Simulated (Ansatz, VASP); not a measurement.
## Ge3Pt in VASP and in Ansatz

```xyz
8
Lattice="5.0749 0.0000 0.0000 0.0000 5.0749 0.0000 0.0000 0.0000 5.0749" Properties=species:S:1:pos:R:3 pbc="T T T"
Ge    1.2687    0.0000    2.5374
Ge    2.5374    3.8062    0.0000
Ge    3.8062    0.0000    2.5374
Ge    2.5374    1.2687    0.0000
Ge    0.0000    2.5374    3.8062
Ge    0.0000    2.5374    1.2687
Pt    0.0000    0.0000    0.0000
Pt    2.5374    2.5374    2.5374
```

Change from the starting cell: species swapped into the V3Sn type (Pm-3n, No. 223).

Alike in both runs: task relaxation of cell and atoms; functional PBE; k mesh 4 × 4 × 4; occupations gaussian, width 0.1 eV; no spin polarisation.

|  | VASP | Ansatz |
| --- | --- | --- |
| version | VASP 6.6.1 | Ansatz 0.2.0 |
| potentials or method | VASP PAW PBE potentials, release 64 (Ge_d, Pt), cutoff 600 eV | scalar-relativistic, plane waves, PAW |
| valence electrons in the cell | 104 | 120 |

VASP gave:

- gap on the k mesh at the Fermi level, each at its own relaxed structure (eV): none
- relaxed volume (Å³/atom): 17.94
- relaxed length of the cell vector where the two differ most in proportion (Å): 5.236

Q: Estimate Ansatz's values.

A: gap on the k mesh at the Fermi level, each at its own relaxed structure (eV): none; relaxed volume (Å³/atom): 17.91; relaxed length of the cell vector where the two differ most in proportion (Å): 5.233.

A gap of «none» marks a metal or a gap that the smearing closes. VASP's potentials hold 104 valence electrons a cell and Ansatz's 120, so a difference there can come from the potentials and not from the codes.

Neither program's run includes spin-orbit coupling.
